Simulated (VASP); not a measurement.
# Zr3Ag (P4/mmm) in VASP: a series of runs, part 2 of 2

VASP 6.6.1. Earlier steps stand in the parts before.

### Step 3. Electric field gradients, LDA (19.53 Å³/atom)

The input, INCAR:

```
SYSTEM = Zr3Ag
  PREC = Accurate
  ENCUT = 520
  EDIFF = 1E-8
  ISMEAR = -1
  SIGMA = 0.05
  LREAL = .False.
  LASPH = .True.
  NELM = 60
  ALGO = Normal
  ISIF = 2
  LWAVE = .False.
  LCHARG = .False.
  GGA = CA
  LEFG = .True.
  NBANDS = 32
```

The input, KPOINTS:

```
regular mesh
0
Gamma
  7 7 8
  0 0 0
```

The input, POSCAR:

```
Zr3Ag
1.0
    4.4727901724      0.0000000000      0.0000000000
    0.0000000000      4.4727901724      0.0000000000
    0.0000000000      0.0000000000      3.9046302293
Zr Ag
3 1
Direct
    0.5000000000      0.5000000000      0.0000000000
    0.0000000000      0.5000000000      0.5000000000
    0.5000000000      0.0000000000      0.5000000000
    0.0000000000      0.0000000000      0.0000000000
```

Potentials or basis: VASP PAW LDA potentials, release 64 (Zr_sv, Ag).

Started as:

```sh
> cat potpaw_LDA.64/Zr_sv/POTCAR potpaw_LDA.64/Ag/POTCAR > POTCAR
> mpirun -np 1 vasp_std > vasp.out
```

OUTCAR:

```text
SYSTEM = Zr3Ag
   PREC = Accurate
   ENCUT = 520
   EDIFF = 1E-8
   ISMEAR = -1
   LREAL = .False.
   LASPH = .True.
   NELM = 60
   ISIF = 2
   GGA = CA

 ion  position               nearest neighbor table
   1  0.500  0.500  0.000-   2 2.97   3 2.97   2 2.97   3 2.97   3 2.97   3 2.97   2 2.97   2 2.97
                             4 3.16   4 3.16   4 3.16   4 3.16
   2  0.000  0.500  0.500-   1 2.97   4 2.97   1 2.97   4 2.97   4 2.97   4 2.97   1 2.97   1 2.97
                             3 3.16   3 3.16   3 3.16   3 3.16
   3  0.500  0.000  0.500-   1 2.97   4 2.97   1 2.97   4 2.97   1 2.97   1 2.97   4 2.97   4 2.97
                             2 3.16   2 3.16   2 3.16   2 3.16
   4  0.000  0.000  0.000-   2 2.97   3 2.97   2 2.97   3 2.97   2 2.97   2 2.97   3 2.97   3 2.97
                             1 3.16   1 3.16   1 3.16   1 3.16

  LATTYP: Found a simple tetragonal cell.
 ALAT       =     4.4727901724
 C/A-ratio  =     0.8729741568

  Lattice vectors:

 A1 = (   4.4727901724,   0.0000000000,   0.0000000000)
 A2 = (   0.0000000000,   4.4727901724,   0.0000000000)
 A3 = (   0.0000000000,   0.0000000000,   3.9046302293)

Analysis of symmetry for initial positions (statically):
=====================================================================
 Subroutine PRICEL returns:
 Original cell was already a primitive cell.

 Routine SETGRP: Setting up the symmetry group for a
 simple tetragonal supercell.

 Subroutine GETGRP returns: Found 16 space group operations
 (whereof 16 operations were pure point group operations)
 out of a pool of 16 trial point group operations.

[... 1015 lines left out ...]
------------------------ aborting loop because EDIFF is reached ----------------------------------------

  FORCE on cell =-STRESS in cart. coord.  units (eV):
  Direction    XX          YY          ZZ          XY          YZ          ZX
  --------------------------------------------------------------------------------------
  -------------------------------------------------------------------------------------
  Total        0.5000100      0.5000100      1.6851059      0.0000000      0.0000000      0.0000000
  in kB       10.2553937     10.2553937     34.5621562      0.0000000      0.0000000      0.0000000
  external PRESSURE =      18.3576478 kB  Pullay stress =       0.0000000 kB

 VOLUME and BASIS-vectors are now :
 -----------------------------------------------------------------------------
  energy-cutoff  :      520.00
  volume of cell :       78.12
      direct lattice vectors                 reciprocal lattice vectors
     4.472790172  0.000000000  0.000000000     0.223574092  0.000000000  0.000000000
     0.000000000  4.472790172  0.000000000     0.000000000  0.223574092  0.000000000
     0.000000000  0.000000000  3.904630229     0.000000000  0.000000000  0.256106197

 POSITION                                       TOTAL-FORCE (eV/Angst)
 -----------------------------------------------------------------------------------
      2.23640      2.23640      0.00000         0.000000      0.000000      0.000000
      0.00000      2.23640      1.95232         0.000000      0.000000      0.000000
      2.23640      0.00000      1.95232         0.000000      0.000000      0.000000
      0.00000      0.00000      0.00000         0.000000      0.000000      0.000000
 -----------------------------------------------------------------------------------
    total drift:                                0.000000      0.000000      0.000000

  FREE ENERGIE OF THE ION-ELECTRON SYSTEM (eV)
  ---------------------------------------------------
  free  energy   TOTEN  =       -31.6954777408 eV

  energy  without entropy=      -31.6549604420  energy(sigma->0) =      -31.67521909

 Electric field gradients (V/A^2)
---------------------------------------------------------------------
 ion       V_xx      V_yy      V_zz      V_xy      V_xz      V_yz
---------------------------------------------------------------------
   1       0.242     0.242    -0.484     0.000    -0.000     0.000
   2      59.075   -26.971   -32.103     0.000    -0.000     0.000
   3     -26.971    59.075   -32.103     0.000    -0.000     0.000
   4      -2.759    -2.759     5.517    -0.000    -0.000    -0.000
---------------------------------------------------------------------

 Electric field gradients after diagonalization (V/A^2)
 (convention: |V_zz| > |V_xx| > |V_yy|)
----------------------------------------------------------------------
 ion       V_xx      V_yy      V_zz     asymmetry (V_yy - V_xx)/ V_zz
----------------------------------------------------------------------
   1       0.242     0.242    -0.484       0.000
   2     -32.103   -26.971    59.075       0.087
   3     -32.103   -26.971    59.075       0.087
   4      -2.759    -2.759     5.517       0.000
----------------------------------------------------------------------

           NMR quadrupolar parameters

 Cq : quadrupolar parameter    Cq=e*Q*V_zz/h
 eta: asymmetry parameters     (V_yy - V_xx)/ V_zz
 Q  : nuclear electric quadrupole moment in mb (millibarn)
----------------------------------------------------------------------
 ion       Cq(MHz)       eta       Q (mb)
----------------------------------------------------------------------
   1      -0.001       0.000       1.000
   2       0.143       0.087       1.000
   3       0.143       0.087       1.000
   4       0.013       0.000       1.000
----------------------------------------------------------------------
```

Run time: 53 s. Hardware: 1 thread of Intel Xeon 6975P-C (Granite Rapids), shared host; peak memory 0.23 GiB.

Results:

```yaml
Free_energy: -31.6955 eV
Pressure: 1.8 GPa
Band_gap_on_the_k_mesh: zero (an odd number of electrons rules out a gap without spin polarisation)
Largest_electric_field_gradient_by_atom: Zr -0.5, +59.1 (each value once); Ag +5.5 V/Å²
```

Electric field gradients, principal values (V/Å²):
| atom | least | middle | greatest (by size) |
| --- | --- | --- | --- |
| 1 Zr | 0.242 | 0.242 | -0.484 |
| 2 Zr | -26.971 | -32.103 | 59.075 |
| 3 Zr | -26.971 | -32.103 | 59.075 |
| 4 Ag | -2.759 | -2.759 | 5.517 |

Caveat: without QUAD_EFG the Cq values of the log hold for a quadrupole moment of 1 mb, not for the nuclei.

### Step 4. Electric field gradients, LDA

This run uses another cell than the first one, of 20.78 Å³/atom.

The input, INCAR:

```
ALGO = Normal ; EDIFF = 1E-8
ENCUT = 520 ; GGA = CA
ISIF = 2 ; ISMEAR = -1
LASPH = True ; LCHARG = False
LEFG = True ; LREAL = False
LWAVE = False ; NBANDS = 32
NELM = 60 ; PREC = Accurate
SIGMA = 0.05
```

The input, KPOINTS:

```
k-points
0
Gamma
  7 7 8
```

The input, POSCAR:

```
Zr3Ag
1.0
    4.5660000000      0.0000000000      0.0000000000
    0.0000000000      4.5660000000      0.0000000000
    0.0000000000      0.0000000000      3.9860000000
Zr Ag
3 1
Direct
    0.5000000000      0.5000000000      0.0000000000
    0.0000000000      0.5000000000      0.5000000000
    0.5000000000      0.0000000000      0.5000000000
    0.0000000000      0.0000000000      0.0000000000
```

Potentials or basis: VASP PAW LDA potentials, release 64 (Zr_sv, Ag).

Started as:

```sh
> cat potpaw_LDA.64/Zr_sv/POTCAR potpaw_LDA.64/Ag/POTCAR > POTCAR
> mpirun -np 1 vasp_std > vasp.out
```

OUTCAR:

```text
EDIFF = 1E-8
   ENCUT = 520
   GGA = CA
   ISIF = 2
   ISMEAR = -1
   LASPH = True
   LREAL = False
   NELM = 60
   PREC = Accurate

 ion  position               nearest neighbor table
   1  0.500  0.500  0.000-   2 3.03   3 3.03   2 3.03   3 3.03   3 3.03   3 3.03   2 3.03   2 3.03
                             4 3.23   4 3.23   4 3.23   4 3.23
   2  0.000  0.500  0.500-   1 3.03   4 3.03   1 3.03   4 3.03   4 3.03   4 3.03   1 3.03   1 3.03
                             3 3.23   3 3.23   3 3.23   3 3.23
   3  0.500  0.000  0.500-   1 3.03   4 3.03   1 3.03   4 3.03   1 3.03   1 3.03   4 3.03   4 3.03
                             2 3.23   2 3.23   2 3.23   2 3.23
   4  0.000  0.000  0.000-   2 3.03   3 3.03   2 3.03   3 3.03   2 3.03   2 3.03   3 3.03   3 3.03
                             1 3.23   1 3.23   1 3.23   1 3.23

  LATTYP: Found a simple tetragonal cell.
 ALAT       =     4.5660000000
 C/A-ratio  =     0.8729741568

  Lattice vectors:

 A1 = (   4.5660000000,   0.0000000000,   0.0000000000)
 A2 = (   0.0000000000,   4.5660000000,   0.0000000000)
 A3 = (   0.0000000000,   0.0000000000,   3.9860000000)

Analysis of symmetry for initial positions (statically):
=====================================================================
 Subroutine PRICEL returns:
 Original cell was already a primitive cell.

[... 1047 lines left out ...]
 -----------------------------------------------------------------------------------
    total drift:                                0.000000      0.000000      0.000000

  FREE ENERGIE OF THE ION-ELECTRON SYSTEM (eV)
  ---------------------------------------------------
  free  energy   TOTEN  =       -31.6458374897 eV

  energy  without entropy=      -31.5996930674  energy(sigma->0) =      -31.62276528

 Electric field gradients (V/A^2)
---------------------------------------------------------------------
 ion       V_xx      V_yy      V_zz      V_xy      V_xz      V_yz
---------------------------------------------------------------------
   1       6.316     6.316   -12.632     0.000     0.000     0.000
   2      39.300   -16.831   -22.469     0.000     0.000    -0.000
   3     -16.831    39.300   -22.469     0.000     0.000     0.000
   4      -3.702    -3.702     7.403     0.000     0.000    -0.000
---------------------------------------------------------------------

 Electric field gradients after diagonalization (V/A^2)
 (convention: |V_zz| > |V_xx| > |V_yy|)
----------------------------------------------------------------------
 ion       V_xx      V_yy      V_zz     asymmetry (V_yy - V_xx)/ V_zz
----------------------------------------------------------------------
   1       6.316     6.316   -12.632       0.000
   2     -22.469   -16.831    39.300       0.143
   3     -22.469   -16.831    39.300       0.143
   4      -3.702    -3.702     7.403       0.000
----------------------------------------------------------------------

           NMR quadrupolar parameters

 Cq : quadrupolar parameter    Cq=e*Q*V_zz/h
 eta: asymmetry parameters     (V_yy - V_xx)/ V_zz
 Q  : nuclear electric quadrupole moment in mb (millibarn)
----------------------------------------------------------------------
 ion       Cq(MHz)       eta       Q (mb)
----------------------------------------------------------------------
   1      -0.031       0.000       1.000
   2       0.095       0.143       1.000
   3       0.095       0.143       1.000
   4       0.018       0.000       1.000
----------------------------------------------------------------------
```

stdout:

```text
POSCAR found type information on POSCAR ZrAg
 POSCAR found :  2 types and       4 ions
 scaLAPACK will be used
 LDA part: xc-table for (Slater(with rela. corr.)+CA(PZ))
 , standard interpolation
 POSCAR, INCAR and KPOINTS ok, starting setup
 FFT: planning ... GRIDC
 FFT: planning ... GRID_SOFT
 FFT: planning ... GRID
 WAVECAR not read
 entering main loop
ion   1

ion   2

ion   3

ion   4
```

Run time: 98 s. Hardware: 1 thread of Intel Xeon Platinum 8488C (Sapphire Rapids), shared host; peak memory 0.24 GiB.

What came out:

```
Free energy                             : -31.6458 eV
Pressure                                : -4.8 GPa
Band gap on the k mesh                  : zero (an odd number of electrons rules out a gap without spin polarisation)
Largest electric field gradient by atom : Zr -12.6, +39.3 (each value once); Ag +7.4 V/Å²
```

Stress tensor (GPa, compression positive):
```
-5.66  0.00  0.00
 0.00 -5.66  0.00
 0.00  0.00 -3.17
```

Electric field gradients, principal values (V/Å²):
| atom | least | middle | greatest (by size) |
| --- | --- | --- | --- |
| 1 Zr | 6.316 | 6.316 | -12.632 |
| 2 Zr | -16.831 | -22.469 | 39.300 |
| 3 Zr | -16.831 | -22.469 | 39.300 |
| 4 Ag | -3.702 | -3.702 | 7.403 |

Caveat: the cell stands under tension; without QUAD_EFG the Cq values of the log hold for a quadrupole moment of 1 mb, not for the nuclei.
